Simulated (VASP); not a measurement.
# AlN (P6_3mc) in VASP: a series of runs

The runs below take AlN through single point, with PBE.

Everything below comes from runs of VASP 6.6.1. Logs are shortened: lines on timing, memory, paths and dates and some standing lists are left out, and cuts for length are marked.

## Step 1: The cell of the first run

It takes space group P6_3mc (No. 186, hexagonal). The conventional cell has a = 3.107 Å, b = 3.107 Å, c = 4.979 Å, α = 90.00°, β = 90.00°, γ = 120.00°. Within 2.5 Å of Al (site symmetry 3m) lie 4 N at 1.89 to 1.90 Å. N (site symmetry 3m) has 4 Al at 1.89 to 1.90 Å within 2.5 Å.

## Step 2: Single point, PBE

INCAR reads:

```
PREC     = Accurate       # precision mode
ENCUT    = 520            # plane-wave cutoff, eV
EDIFF    = 1E-7           # SCF threshold, eV
ISMEAR   = 0              # smearing method
SIGMA    = 0.01           # smearing width, eV
LREAL    = False          # projectors in reciprocal space
LASPH    = True           # aspherical terms in the spheres
NELM     = 60             # most SCF steps
ALGO     = Normal         # electronic algorithm
ISIF     = 2              # what is computed and relaxed
LWAVE    = False          # write WAVECAR
LCHARG   = True           # write CHGCAR
GGA      = PE             # functional
LELF     = True           # ELF
LVHAR    = True         
NBANDS   = 16             # bands
```

KPOINTS reads:

```
regular mesh
0
Gamma
  6 6 4
```

POSCAR reads:

```
AlN
1.0
    3.1066937602      0.0000000000      0.0000000000
   -1.5533468801      2.6904757181      0.0000000000
    0.0000000000      0.0000000000      4.9785915519
Al N
2 2
Direct
    0.3333333333      0.6666666667     -0.0032954727
    0.6666666667      0.3333333333      0.4967045273
    0.3333333333      0.6666666667      0.3782954727
    0.6666666667      0.3333333333      0.8782954727
```

Potentials or basis: VASP PAW PBE potentials, release 64 (Al, N).

On the command line:

```sh
> cat potpaw_PBE.64/Al/POTCAR potpaw_PBE.64/N/POTCAR > POTCAR
> mpirun -np 1 vasp_std > vasp.out
```

OUTCAR:

```text
PREC = Accurate
   ENCUT = 520
   EDIFF = 1E-7
   ISMEAR = 0
   LREAL = False
   LASPH = True
   NELM = 60
   ISIF = 2
   GGA = PE

 ion  position               nearest neighbor table
   1  0.333  0.667  0.997-   4 1.89   4 1.89   4 1.89   3 1.90   2 3.07   2 3.07   2 3.07   2 3.07
                             2 3.07   2 3.07
   2  0.667  0.333  0.497-   3 1.89   3 1.89   3 1.89   4 1.90   1 3.07   1 3.07   1 3.07   1 3.07
                             1 3.07   1 3.07
   3  0.333  0.667  0.378-   2 1.89   2 1.89   2 1.89   1 1.90
   4  0.667  0.333  0.878-   1 1.89   1 1.89   1 1.89   2 1.90

  LATTYP: Found a hexagonal cell.
 ALAT       =     3.1066937602
 C/A-ratio  =     1.6025369528

  Lattice vectors:

 A1 = (   3.1066937602,   0.0000000000,   0.0000000000)
 A2 = (  -1.5533468801,   2.6904757181,   0.0000000000)
 A3 = (   0.0000000000,   0.0000000000,   4.9785915519)

Analysis of symmetry for initial positions (statically):
=====================================================================
 Subroutine PRICEL returns:
 Original cell was already a primitive cell.

 Routine SETGRP: Setting up the symmetry group for a
 hexagonal supercell.

 Subroutine GETGRP returns: Found 12 space group operations
 (whereof  6 operations were pure point group operations)
 out of a pool of 24 trial point group operations.

The static configuration has the point symmetry C_3v.
 The point group associated with its full space group is C_6v.

Analysis of symmetry for dynamics (positions and initial velocities):
=====================================================================
 Subroutine PRICEL returns:
 Original cell was already a primitive cell.

 Routine SETGRP: Setting up the symmetry group for a
 hexagonal supercell.

 Subroutine GETGRP returns: Found 12 space group operations
 (whereof  6 operations were pure point group operations)
 out of a pool of 24 trial point group operations.

The dynamic configuration has the point symmetry C_3v.
 The point group associated with its full space group is C_6v.

 Subroutine INISYM returns: Found 12 space group operations
 (whereof  6 operations are pure point group operations),
 and found     1 'primitive' translations

----------------------------------------------------------------------------------------

                                     Primitive cell

  volume of cell :      41.6135

  direct lattice vectors                    reciprocal lattice vectors
     3.106693760  0.000000000  0.000000000     0.321885605  0.185840741  0.000000000
    -1.553346880  2.690475718  0.000000000     0.000000000  0.371681481  0.000000000
     0.000000000  0.000000000  4.978591552     0.000000000  0.000000000  0.200860020

  length of vectors
     3.106693760  3.106693760  4.978591552     0.371681481  0.371681481  0.200860020

  position of ions in fractional coordinates (direct lattice)
     0.333333333  0.666666667  0.996704527
     0.666666667  0.333333333  0.496704527
     0.333333333  0.666666667  0.378295473
     0.666666667  0.333333333  0.878295473

  ion indices of the primitive-cell ions
   primitive index   ion index
                 1           1
                 2           2
                 3           3
                 4           4

----------------------------------------------------------------------------------------

 KPOINTS: regular mesh

Automatic generation of k-mesh.
 Grid dimensions read from file:
 generate k-points for:    6    6    4

 Generating k-lattice:

  Cartesian coordinates                     Fractional coordinates (reciprocal lattice)
     0.053647601  0.030973457  0.000000000     0.166666667  0.000000000  0.000000000
     0.000000000  0.061946914  0.000000000     0.000000000  0.166666667  0.000000000
     0.000000000  0.000000000  0.050215005     0.000000000  0.000000000  0.250000000

  Length of vectors
     0.061946914  0.061946914  0.050215005

  Shift w.r.t. Gamma in fractional coordinates (k-lattice)
     0.000000000  0.000000000  0.000000000

 Subroutine IBZKPT returns following result:
 ===========================================

 Found     21 irreducible k-points:

 Following reciprocal coordinates:
            Coordinates               Weight
  0.000000  0.000000  0.000000      1.000000
  0.166667  0.000000  0.000000      6.000000
  0.333333 -0.000000  0.000000      6.000000
  0.500000 -0.000000  0.000000      3.000000
  0.166667  0.166667  0.000000      6.000000
  0.333333  0.166667  0.000000     12.000000
[... 13 lines left out ...]
  0.333333  0.166667  0.500000     12.000000
  0.333333  0.333333  0.500000      2.000000
   k-points           NKPTS =     21   k-points in BZ     NKDIM =     21   number of bands    NBANDS=     16
   number of dos      NEDOS =    301   number of ions     NIONS =      4
   total plane-waves  NPLWV =  23040
   dimension x,y,z NGX =    24 NGY =   24 NGZ =   40
   dimension x,y,z NGXF=    48 NGYF=   48 NGZF=   80
   ions per type =               2   2
   NGX,Y,Z   is equivalent  to a cutoff of  12.84, 12.84, 13.36 a.u.
   NGXF,Y,Z  is equivalent  to a cutoff of  25.69, 25.69, 26.71 a.u.
 SYSTEM =  unknown system
   PREC   = accura    normal or accurate (medium, high low for compatibility)
   ISTART =      0    job   : 0-new  1-cont  2-samecut
   ICHARG =      2    charge: 1-file 2-atom 10-const
   ISPIN  =      1    spin polarized calculation?
   LNONCOLLINEAR =      F non collinear calculations
   LSORBIT =      F    spin-orbit coupling
   LASPH  =      T    aspherical Exc in radial PAW
   ENCUT  =  520.0 eV  38.22 Ry    6.18 a.u.   5.78  5.78  9.26*2*pi/ulx,y,z
   NELM   =     60;   NELMIN=  2; NELMDL= -5     # of ELM steps
   EDIFF  = 0.1E-06   stopping-criterion for ELM
   LREAL  =      F    real-space projection
   EDIFFG = 0.1E-05   stopping-criterion for IOM
   NSW    =      0    number of steps for IOM
   IBRION =     -1    ionic relax: 0-MD 1-quasi-New 2-CG
   NFREE  =      0    steps in history (QN), initial steepest desc. (CG)
   ISIF   =      2    stress and relaxation
   ISYM   =      2    0-nonsym 1-usesym 2-fastsym
   POTIM  = 0.5000    time-step for ionic-motion
   TEBEG  =    0.0;   TEEND  =   0.0 temperature during run
   PSTRESS=    0.0 pullay stress
   NELECT =      16.0000    total number of electrons
   NUPDOWN=      -1.0000    fix difference up-down
   EMIN   =  10.00;   EMAX   =-10.00  energy-range for DOS
   EFERMI =   0.00;   METHOD = LEGACY
   ISMEAR =     0;   SIGMA  =   0.01  broadening in eV -4-tet -1-fermi 0-gaus
   EFERMI_NEDOS =   21; number of points for ismear=-14 and -15
   IALGO  =     38    algorithm
   IMIX   =      4    mixing-type and parameters
     AMIX     =   0.40;   BMIX     =  1.00
     AMIX_MAG =   1.60;   BMIX_MAG =  1.00
  volume/ion in A,a.u.               =      10.40        70.21
  Fermi-wavevector in a.u.,A,eV,Ry     =   1.190429  2.249585 19.281103  1.417121
  Thomas-Fermi vector in A             =   2.326514
   LORBIT       =      0    0 simple, 1 ext, 2 COOP (PROOUT), +10 PAW based schemes
   GGA     = PE    functional components
   LHFCALC =     F    Hartree Fock is set to
   AEXX    =    0.0000 exact exchange contribution
   IVDW    =     0    specifies the selected vdW correction
   LEPSILON=     F    determine dielectric tensor
   LRPA    =     F    only Hartree local field effects (RPA)
 non-spin polarized calculation
 Gauss-broadening in eV      SIGMA  =   0.01
  energy-cutoff  :      520.00
  volume of cell :       41.61
 maximum number of plane-waves:      1152
 NGX is ok and might be reduce to    24
   NGX = 11   NGY = 11   NGZ = 19

 number of electron      15.9999997 magnetization

 Free energy of the ion-electron system (eV)
  ---------------------------------------------------
  ext. energy  EPLUGINS =         0.00000000
  ---------------------------------------------------
  free energy    TOTEN  =       -29.76652655 eV

  energy without entropy =      -29.76652655  energy(sigma->0) =      -29.76652655

 E-fermi :   6.2459     XC(G=0): -10.9265

 val. band max:        6.1866225089   @ k =   0.0000   0.0000   0.0000
 cond. band min:      10.4297492104   @ k =   0.0000   0.0000   0.0000
 fundamental gap:      4.2431267015
 Fermi energy:         6.2459299748

 k-point     1 :       0.0000    0.0000    0.0000
  band No.  band energies     occupation
      1      -9.0203      2.00000
      2      -6.8655      2.00000
      3       0.1771      2.00000
      4       5.3274      2.00000
      5       5.3274      2.00000
      6       5.9763      2.00000
[... 8 lines left out ...]
     15      19.3683      0.00000
     16      19.3683      0.00000

 k-point     2 :       0.1667    0.0000    0.0000
  band No.  band energies     occupation
      1      -8.6719      2.00000
      2      -6.6763      2.00000
      3       0.5946      2.00000
      4       3.9060      2.00000
      5       4.6884      2.00000
      6       4.9349      2.00000
[... 8 lines left out ...]
     15      18.5796      0.00000
     16      19.0133      0.00000

 k-point     3 :       0.3333   -0.0000    0.0000
  band No.  band energies     occupation
      1      -7.7720      2.00000
      2      -6.3405      2.00000
      3       1.6747      2.00000
      4       1.7512      2.00000
      5       2.8591      2.00000
      6       4.3443      2.00000
[... 8 lines left out ...]
     15      18.3148      0.00000
     16      20.6297      0.00000

 k-point     4 :       0.5000   -0.0000    0.0000
  band No.  band energies     occupation
      1      -7.0433      2.00000
      2      -6.3459      2.00000
      3       0.7256      2.00000
      4       2.0124      2.00000
      5       2.8372      2.00000
      6       4.0982      2.00000
[... 8 lines left out ...]
     15      19.0373      0.00000
     16      21.3680      0.00000

 k-point     5 :       0.1667    0.1667    0.0000
  band No.  band energies     occupation
      1      -8.0413      2.00000
      2      -6.4067      2.00000
      3       1.3821      2.00000
      4       2.8021      2.00000
      5       2.8030      2.00000
      6       4.4894      2.00000
[... 8 lines left out ...]
     15      18.7871      0.00000
     16      20.2591      0.00000

 k-point     6 :       0.3333    0.1667    0.0000
  band No.  band energies     occupation
      1      -7.1177      2.00000
      2      -6.2826      2.00000
      3       1.2193      2.00000
      4       2.2543      2.00000
      5       2.6925      2.00000
      6       3.3976      2.00000
[... 8 lines left out ...]
     15      18.6921      0.00000
     16      20.9566      0.00000
[... 210 lines left out ...]
 k-point    18 :       0.5000   -0.0000    0.5000
  band No.  band energies     occupation
      1      -6.6686      2.00000
      2      -6.6686      2.00000
      3       0.5750      2.00000
      4       0.5750      2.00000
      5       4.7217      2.00000
      6       4.7217      2.00000
[... 8 lines left out ...]
     15      19.4843      0.00000
     16      19.4843      0.00000

 k-point    19 :       0.1667    0.1667    0.5000
  band No.  band energies     occupation
      1      -7.3162      2.00000
      2      -7.3162      2.00000
      3       1.9700      2.00000
      4       1.9700      2.00000
      5       4.3515      2.00000
      6       4.3515      2.00000
[... 8 lines left out ...]
     15      19.1672      0.00000
     16      19.1672      0.00000

 k-point    20 :       0.3333    0.1667    0.5000
  band No.  band energies     occupation
      1      -6.6890      2.00000
      2      -6.6890      2.00000
      3       1.0225      2.00000
      4       1.0225      2.00000
      5       3.5562      2.00000
      6       3.5562      2.00000
[... 8 lines left out ...]
     15      19.6832      0.00000
     16      19.6832      0.00000

 k-point    21 :       0.3333    0.3333    0.5000
  band No.  band energies     occupation
      1      -6.4621      2.00000
      2      -6.4621      2.00000
      3       1.3452      2.00000
      4       1.3452      2.00000
      5       2.3150      2.00000
      6       2.3150      2.00000
[... 8 lines left out ...]
     15      20.0378      0.00000
     16      20.0378      0.00000

------------------------ aborting loop because EDIFF is reached ----------------------------------------

  FORCE on cell =-STRESS in cart. coord.  units (eV):
  Direction    XX          YY          ZZ          XY          YZ          ZX
  --------------------------------------------------------------------------------------
  -------------------------------------------------------------------------------------
  Total        1.1537460      1.1537460      1.1082528      0.0000000      0.0000000      0.0000000
  in kB       44.4208417     44.4208417     42.6692873      0.0000000      0.0000000      0.0000000
  external PRESSURE =      43.8369902 kB  Pullay stress =       0.0000000 kB

 VOLUME and BASIS-vectors are now :
 -----------------------------------------------------------------------------
  energy-cutoff  :      520.00
  volume of cell :       41.61
      direct lattice vectors                 reciprocal lattice vectors
     3.106693760  0.000000000  0.000000000     0.321885605  0.185840741  0.000000000
    -1.553346880  2.690475718  0.000000000     0.000000000  0.371681481  0.000000000
     0.000000000  0.000000000  4.978591552     0.000000000  0.000000000  0.200860020

 POSITION                                       TOTAL-FORCE (eV/Angst)
 -----------------------------------------------------------------------------------
     -0.00000      1.79365      4.96218         0.000000      0.000000     -0.010174
      1.55335      0.89683      2.47289        -0.000000      0.000000     -0.010174
     -0.00000      1.79365      1.88338         0.000000     -0.000000      0.010174
      1.55335      0.89683      4.37267        -0.000000      0.000000      0.010174
 -----------------------------------------------------------------------------------
    total drift:                               -0.000000     -0.000000     -0.000954

  FREE ENERGIE OF THE ION-ELECTRON SYSTEM (eV)
  ---------------------------------------------------
  free  energy   TOTEN  =       -29.7665265533 eV

  energy  without entropy=      -29.7665265533  energy(sigma->0) =      -29.76652655
```

Run time: 14 s. Hardware: 1 thread of Intel Xeon 8259CL, shared host; peak memory 0.15 GiB.

What came out:

| Item | Value |
| --- | --- |
| Free energy | -29.7665 eV |
| Pressure | 4.4 GPa |
| Largest force | 0.010 eV/Å |
| Band gap on the k mesh | 4.24 eV, direct |

Forces in eV/Å, atoms in the order of the input:
```
Al   0.000  0.000 -0.010
Al   0.000  0.000 -0.010
N    0.000  0.000  0.010
N    0.000  0.000  0.010
```

Stress tensor (GPa, compression positive):
```
4.44 0.00 0.00
0.00 4.44 0.00
0.00 0.00 4.27
```

Levels at points of the mesh, in eV from the valence-band top:
| k point | band 6 | band 7 | band 8 | band 9 | band 10 | band 11 |
| --- | --- | --- | --- | --- | --- | --- |
| (0.00, 0.00, 0.00) | -0.21 | -0.21 | 0.00 | 4.24 | 6.70 | 10.64 |
| (0.50, 0.00, 0.00) | -2.09 | -1.78 | -0.69 | 5.81 | 5.83 | 8.22 |
| (0.00, 0.00, 0.50) | -0.54 | -0.54 | -0.54 | 6.50 | 6.50 | 10.35 |
| (0.50, 0.00, 0.50) | -1.46 | -1.37 | -1.37 | 5.32 | 5.32 | 9.28 |

## Step 3: Single point, PBE (strain +1.0%)

INCAR reads:

```
PREC = Accurate
ENCUT = 520
EDIFF = 1E-6
ISMEAR = 0
SIGMA = 0.01
LREAL = F
LASPH = T
NELM = 100
ALGO = Normal
ISIF = 2
LWAVE = F
LCHARG = T
GGA = PE
LELF = T
LVHAR = T
NBANDS = 16
```

KPOINTS is that of step 2.

POSCAR reads:

```
AlN
1.0
    3.1377606977      0.0000000000      0.0000000000
   -1.5688803489      2.7173804752      0.0000000000
    0.0000000000      0.0000000000      5.0283774674
Al N
2 2
Direct
    0.3333333333      0.6666666667     -0.0032059052
    0.6666666667      0.3333333333      0.4967940948
    0.3333333333      0.6666666667      0.3782059052
    0.6666666667      0.3333333333      0.8782059052
```

Potentials or basis: VASP PAW PBE potentials, release 64 (Al, N).

On the command line:

```sh
> cat potpaw_PBE.64/Al/POTCAR potpaw_PBE.64/N/POTCAR > POTCAR
> mpirun -np 1 vasp_std > vasp.out
```

Run time: 12 s. Hardware: 1 thread of Intel Xeon 8259CL, shared host; peak memory 0.15 GiB.

The run converged. Its results:

```yaml
Free_energy: -29.7775 eV
Pressure: -1.6 GPa
Largest_force: 0.009 eV/Å
Band_gap_on_the_k_mesh: 3.98 eV, direct
```

Forces on the atoms (eV/Å):
```
Al   0.000  0.000 -0.009
Al   0.000  0.000 -0.009
N    0.000  0.000  0.009
N    0.000  0.000  0.009
```

Stress tensor (GPa, compression positive):
```
-1.68  0.00  0.00
 0.00 -1.68  0.00
 0.00  0.00 -1.36
```

Levels at points of the mesh, in eV from the valence-band top:
| k point | band 4 | band 5 | band 6 | band 7 | band 8 | band 9 | band 10 | band 11 | band 12 | band 13 |
| --- | --- | --- | --- | --- | --- | --- | --- | --- | --- | --- |
| (0.00, 0.00, 0.00) | -0.84 | -0.84 | -0.20 | -0.20 | 0.00 | 3.98 | 6.45 | 10.40 | 10.97 | 10.97 |
| (0.50, 0.00, 0.00) | -4.10 | -3.28 | -2.04 | -1.73 | -0.68 | 5.73 | 5.75 | 7.96 | 10.09 | 10.76 |
| (0.00, 0.00, 0.50) | -3.29 | -0.53 | -0.53 | -0.53 | -0.53 | 6.25 | 6.25 | 10.11 | 10.11 | 11.29 |
| (0.50, 0.00, 0.50) | -5.49 | -1.43 | -1.43 | -1.34 | -1.34 | 5.22 | 5.22 | 9.10 | 9.10 | 11.52 |

Caveat: the cell differs from its parent crystal (strain +1.0%).
